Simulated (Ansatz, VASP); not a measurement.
## Sr in VASP and in Ansatz

```
Sr
1.0
    -2.43500    2.43500    2.43500
     2.43500   -2.43500    2.43500
     2.43500    2.43500   -2.43500
Sr
1
Cartesian
  0.0000 0.0000 0.0000
```

Alike in both runs: task single point; functional revPBE; dispersion D3(BJ); k mesh 8 × 8 × 8; occupations fermi-dirac, width 0.05 eV; no spin polarisation.

```csv
,VASP,Ansatz
version,VASP 6.6.1,Ansatz 0.2.0
potentials or method,"VASP PAW PBE potentials, release 64 (Sr_sv)",SPMS NC
plane-wave cutoff (eV),500,354
valence electrons in the cell,10,10
```

VASP gave:

```
gap on the k mesh at the Fermi level (eV) : none
pressure (GPa)                            : -1.0
```

Q: What did Ansatz give for the same quantities?

A: gap on the k mesh at the Fermi level (eV): none; pressure (GPa): -1.1.

VASP's potentials were made for PBE, not for revPBE. A gap of «none» marks a metal or a gap that the smearing closes.

Noted on Ansatz's run: the potentials were made for another functional, which shifts forces and pressure.
